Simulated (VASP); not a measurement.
# AlN (Fm-3m) in VASP: notebook

AlN is run at these levels: PBE; tasks: single point.

The COD entry that gives the cell may itself be a prediction, so a difference from it is no test against experiment.

Everything below comes from runs of VASP 6.6.1. Logs are shortened: lines on timing, memory, paths and dates and some standing lists are left out, and cuts for length are marked.

**1. The cell of the first run**

The structure is cubic, space group Fm-3m (No. 225). The conventional cell has a = 3.858 Å, b = 3.858 Å, c = 3.858 Å, α = 90.00°, β = 90.00°, γ = 90.00°. Within 2.6 Å of Al (site symmetry m-3m) lie 6 N at 1.93 Å. Within 2.6 Å of N (site symmetry m-3m) lie 6 Al at 1.93 Å.

**2. Single point, PBE**

The input, INCAR:

```
PREC = Accurate
ENCUT = 600
EDIFF = 1E-6
ISMEAR = 0
SIGMA = 0.01
LREAL = False
LASPH = True
NELM = 120
ALGO = Normal
ISIF = 2
LWAVE = False
LCHARG = True
GGA = PE
LELF = True
LVHAR = True
NBANDS = 11
GGA_COMPAT = False
```

The input, KPOINTS:

```
regular mesh
0
Gamma
  8 8 8
```

The input, POSCAR:

```
AlN
1.0
    0.0000000000      1.9288050481      1.9288050481
    1.9288050481      0.0000000000      1.9288050481
    1.9288050481      1.9288050481      0.0000000000
Al N
1 1
Direct
    0.0000000000      0.0000000000      0.0000000000
    0.5000000000      0.5000000000      0.5000000000
```

Potentials or basis: VASP PAW PBE potentials, release 64 (Al, N).

On the command line:

```
cat potpaw_PBE.64/Al/POTCAR potpaw_PBE.64/N/POTCAR > POTCAR
mpirun -np 1 vasp_std > vasp.out
```

OUTCAR:

```text
PREC = Accurate
   ENCUT = 600
   EDIFF = 1E-6
   ISMEAR = 0
   LREAL = False
   LASPH = True
   NELM = 120
   ISIF = 2
   GGA = PE

 ion  position               nearest neighbor table
   1  0.000  0.000  0.000-   2 1.93   2 1.93   2 1.93   2 1.93   2 1.93   2 1.93
   2  0.500  0.500  0.500-   1 1.93   1 1.93   1 1.93   1 1.93   1 1.93   1 1.93

  LATTYP: Found a face centered cubic cell.
 ALAT       =     3.8576100962

  Lattice vectors:

 A1 = (   0.0000000000,   1.9288050481,   1.9288050481)
 A2 = (   1.9288050481,   0.0000000000,   1.9288050481)
 A3 = (   1.9288050481,   1.9288050481,   0.0000000000)

Analysis of symmetry for initial positions (statically):
=====================================================================
 Subroutine PRICEL returns:
 Original cell was already a primitive cell.

 Routine SETGRP: Setting up the symmetry group for a
 face centered cubic supercell.

 Subroutine GETGRP returns: Found 48 space group operations
 (whereof 48 operations were pure point group operations)
 out of a pool of 48 trial point group operations.

The static configuration has the point symmetry O_h .

Analysis of symmetry for dynamics (positions and initial velocities):
=====================================================================
 Subroutine PRICEL returns:
 Original cell was already a primitive cell.

 Routine SETGRP: Setting up the symmetry group for a
 face centered cubic supercell.

 Subroutine GETGRP returns: Found 48 space group operations
 (whereof 48 operations were pure point group operations)
 out of a pool of 48 trial point group operations.

The dynamic configuration has the point symmetry O_h .

 Subroutine INISYM returns: Found 48 space group operations
 (whereof 48 operations are pure point group operations),
 and found     1 'primitive' translations

----------------------------------------------------------------------------------------

                                     Primitive cell

  volume of cell :      14.3514

  direct lattice vectors                    reciprocal lattice vectors
     0.000000000  1.928805048  1.928805048    -0.259227857  0.259227857  0.259227857
     1.928805048  0.000000000  1.928805048     0.259227857 -0.259227857  0.259227857
     1.928805048  1.928805048  0.000000000     0.259227857  0.259227857 -0.259227857

  length of vectors
     2.727742258  2.727742258  2.727742258     0.448995820  0.448995820  0.448995820

  position of ions in fractional coordinates (direct lattice)
     0.000000000  0.000000000  0.000000000
     0.500000000  0.500000000  0.500000000

  ion indices of the primitive-cell ions
   primitive index   ion index
                 1           1
                 2           2

----------------------------------------------------------------------------------------

 KPOINTS: regular mesh

Automatic generation of k-mesh.
 Grid dimensions read from file:
 generate k-points for:    8    8    8

 Generating k-lattice:

  Cartesian coordinates                     Fractional coordinates (reciprocal lattice)
    -0.032403482  0.032403482  0.032403482     0.125000000  0.000000000  0.000000000
     0.032403482 -0.032403482  0.032403482     0.000000000  0.125000000  0.000000000
     0.032403482  0.032403482 -0.032403482     0.000000000  0.000000000  0.125000000

  Length of vectors
     0.056124477  0.056124477  0.056124477

  Shift w.r.t. Gamma in fractional coordinates (k-lattice)
     0.000000000  0.000000000  0.000000000

 Subroutine IBZKPT returns following result:
 ===========================================

 Found     29 irreducible k-points:

 Following reciprocal coordinates:
            Coordinates               Weight
  0.000000  0.000000  0.000000      1.000000
  0.125000  0.000000  0.000000      8.000000
  0.250000  0.000000  0.000000      8.000000
  0.375000  0.000000  0.000000      8.000000
  0.500000  0.000000  0.000000      4.000000
  0.125000  0.125000  0.000000      6.000000
[... 16 lines left out ...]
  0.500000  0.250000  0.125000     48.000000
 -0.375000  0.250000  0.125000     24.000000
 [... further k-points ...]
   k-points           NKPTS =     29   k-points in BZ     NKDIM =     29   number of bands    NBANDS=     11
   number of dos      NEDOS =    301   number of ions     NIONS =      2
   total plane-waves  NPLWV =  13824
   dimension x,y,z NGX =    24 NGY =   24 NGZ =   24
   dimension x,y,z NGXF=    48 NGYF=   48 NGZF=   48
   ions per type =               1   1
   NGX,Y,Z   is equivalent  to a cutoff of  14.63, 14.63, 14.63 a.u.
   NGXF,Y,Z  is equivalent  to a cutoff of  29.25, 29.25, 29.25 a.u.
 SYSTEM =  unknown system
   PREC   = accura    normal or accurate (medium, high low for compatibility)
   ISTART =      0    job   : 0-new  1-cont  2-samecut
   ICHARG =      2    charge: 1-file 2-atom 10-const
   ISPIN  =      1    spin polarized calculation?
   LNONCOLLINEAR =      F non collinear calculations
   LSORBIT =      F    spin-orbit coupling
   LASPH  =      T    aspherical Exc in radial PAW
   ENCUT  =  600.0 eV  44.10 Ry    6.64 a.u.   5.45  5.45  5.45*2*pi/ulx,y,z
   NELM   =    120;   NELMIN=  2; NELMDL= -5     # of ELM steps
   EDIFF  = 0.1E-05   stopping-criterion for ELM
   LREAL  =      F    real-space projection
   EDIFFG = 0.1E-04   stopping-criterion for IOM
   NSW    =      0    number of steps for IOM
   IBRION =     -1    ionic relax: 0-MD 1-quasi-New 2-CG
   NFREE  =      0    steps in history (QN), initial steepest desc. (CG)
   ISIF   =      2    stress and relaxation
   ISYM   =      2    0-nonsym 1-usesym 2-fastsym
   POTIM  = 0.5000    time-step for ionic-motion
   TEBEG  =    0.0;   TEEND  =   0.0 temperature during run
   PSTRESS=    0.0 pullay stress
   NELECT =       8.0000    total number of electrons
   NUPDOWN=      -1.0000    fix difference up-down
   EMIN   =  10.00;   EMAX   =-10.00  energy-range for DOS
   EFERMI =   0.00;   METHOD = LEGACY
   ISMEAR =     0;   SIGMA  =   0.01  broadening in eV -4-tet -1-fermi 0-gaus
   EFERMI_NEDOS =   21; number of points for ismear=-14 and -15
   IALGO  =     38    algorithm
   IMIX   =      4    mixing-type and parameters
     AMIX     =   0.40;   BMIX     =  1.00
     AMIX_MAG =   1.60;   BMIX_MAG =  1.00
  volume/ion in A,a.u.               =       7.18        48.42
  Fermi-wavevector in a.u.,A,eV,Ry     =   1.347327  2.546080 24.698537  1.815291
  Thomas-Fermi vector in A             =   2.475087
   LORBIT       =      0    0 simple, 1 ext, 2 COOP (PROOUT), +10 PAW based schemes
   GGA     = PE    functional components
   LHFCALC =     F    Hartree Fock is set to
   AEXX    =    0.0000 exact exchange contribution
   IVDW    =     0    specifies the selected vdW correction
   LEPSILON=     F    determine dielectric tensor
   LRPA    =     F    only Hartree local field effects (RPA)
 non-spin polarized calculation
 Gauss-broadening in eV      SIGMA  =   0.01
  energy-cutoff  :      600.00
  volume of cell :       14.35
 maximum number of plane-waves:       531
 NGX is ok and might be reduce to    24
   NGX = 11   NGY = 11   NGZ = 11

 number of electron       8.0000001 magnetization

 Free energy of the ion-electron system (eV)
  ---------------------------------------------------
  ext. energy  EPLUGINS =         0.00000000
  ---------------------------------------------------
  free energy    TOTEN  =       -14.16712654 eV

  energy without entropy =      -14.16712654  energy(sigma->0) =      -14.16712654

 E-fermi :  12.0156     XC(G=0): -12.9627

 val. band max:       11.9061009250   @ k =   0.0000   0.0000   0.0000
 cond. band min:      16.9287054120   @ k =   0.5000   0.5000   0.0000
 fundamental gap:      5.0226044870
 Fermi energy:        12.0156221253

 k-point     1 :       0.0000    0.0000    0.0000
  band No.  band energies     occupation
      1      -7.0000      2.00000
      2      11.9061      2.00000
      3      11.9061      2.00000
      4      11.9061      2.00000
      5      19.7709      0.00000
      6      24.5157      0.00000
      7      24.5157      0.00000
      8      24.5157      0.00000
      9      30.0555      0.00000
     10      30.7523      0.00000
     11      30.7523      0.00000

 k-point     2 :       0.1250    0.0000    0.0000
  band No.  band energies     occupation
      1      -6.6360      2.00000
      2      10.3539      2.00000
      3      11.6682      2.00000
      4      11.6682      2.00000
      5      20.4483      0.00000
      6      23.4400      0.00000
      7      25.0592      0.00000
      8      25.0592      0.00000
      9      29.1995      0.00000
     10      29.1995      0.00000
     11      32.0978      0.00000

 k-point     3 :       0.2500    0.0000    0.0000
  band No.  band energies     occupation
      1      -5.5927      2.00000
      2       7.2251      2.00000
      3      11.1562      2.00000
      4      11.1562      2.00000
      5      20.0190      0.00000
      6      24.4186      0.00000
      7      25.2452      0.00000
      8      25.2452      0.00000
      9      29.3310      0.00000
     10      29.3310      0.00000
     11      31.2612      0.00000

 k-point     4 :       0.3750    0.0000    0.0000
  band No.  band energies     occupation
      1      -4.1028      2.00000
      2       4.1632      2.00000
      3      10.7103      2.00000
      4      10.7103      2.00000
      5      19.2342      0.00000
      6      24.4462      0.00000
      7      24.4462      0.00000
      8      26.4046      0.00000
      9      30.1775      0.00000
     10      32.1129      0.00000
     11      32.1129      0.00000
[... 239 lines left out ...]
 k-point    22 :       0.3750    0.2500    0.1250
  band No.  band energies     occupation
      1      -4.7256      2.00000
      2       6.8408      2.00000
      3       8.9338      2.00000
      4      10.4833      2.00000
      5      21.0043      0.00000
      6      22.3978      0.00000
      7      23.5069      0.00000
      8      27.4275      0.00000
      9      28.2900      0.00000
     10      33.0209      0.00000
     11      35.7325      0.00000

 k-point    23 :       0.5000    0.2500    0.1250
  band No.  band energies     occupation
      1      -3.3728      2.00000
      2       4.7926      2.00000
      3       7.9085      2.00000
      4       9.8761      2.00000
      5      21.1933      0.00000
      6      22.3213      0.00000
      7      24.0574      0.00000
      8      26.8089      0.00000
      9      30.4615      0.00000
     10      33.8521      0.00000
     11      35.9704      0.00000

 k-point    24 :      -0.3750    0.2500    0.1250
  band No.  band energies     occupation
      1      -2.5557      2.00000
      2       3.6014      2.00000
      3       7.6688      2.00000
      4       9.5841      2.00000
      5      21.3300      0.00000
      6      21.6989      0.00000
      7      25.7042      0.00000
      8      26.2196      0.00000
      9      31.6909      0.00000
     10      33.0172      0.00000
     11      36.2810      0.00000

 [... further k-points ...]

------------------------ aborting loop because EDIFF is reached ----------------------------------------

  FORCE on cell =-STRESS in cart. coord.  units (eV):
  Direction    XX          YY          ZZ          XY          YZ          ZX
  --------------------------------------------------------------------------------------
  -------------------------------------------------------------------------------------
  Total        4.9575993      4.9575993      4.9575993     -0.0000000     -0.0000000      0.0000000
  in kB      553.4609733    553.4609733    553.4609733     -0.0000000     -0.0000000      0.0000000
  external PRESSURE =     553.4609733 kB  Pullay stress =       0.0000000 kB

 VOLUME and BASIS-vectors are now :
 -----------------------------------------------------------------------------
  energy-cutoff  :      600.00
  volume of cell :       14.35
      direct lattice vectors                 reciprocal lattice vectors
     0.000000000  1.928805048  1.928805048    -0.259227857  0.259227857  0.259227857
     1.928805048  0.000000000  1.928805048     0.259227857 -0.259227857  0.259227857
     1.928805048  1.928805048  0.000000000     0.259227857  0.259227857 -0.259227857

 POSITION                                       TOTAL-FORCE (eV/Angst)
 -----------------------------------------------------------------------------------
      0.00000      0.00000      0.00000         0.000000     -0.000000     -0.000000
      1.92881      1.92881      1.92881        -0.000000      0.000000      0.000000
 -----------------------------------------------------------------------------------
    total drift:                               -0.000000     -0.000000      0.000000

  FREE ENERGIE OF THE ION-ELECTRON SYSTEM (eV)
  ---------------------------------------------------
  free  energy   TOTEN  =       -14.1671265386 eV

  energy  without entropy=      -14.1671265386  energy(sigma->0) =      -14.16712654
```

It took 3.1 s on 1 thread of Intel Xeon Platinum 8559C (Emerald Rapids), shared host; peak memory 0.13 GiB.

Results:

- Free energy: -14.1671 eV
- Pressure: 55.3 GPa
- Band gap on the k mesh: 5.02 eV, indirect (least direct gap 7.86 eV)

A k mesh can miss the band edges. A hybrid or GW would open this gap; PBE tends to underestimate it.

[end of part 1 of 2]
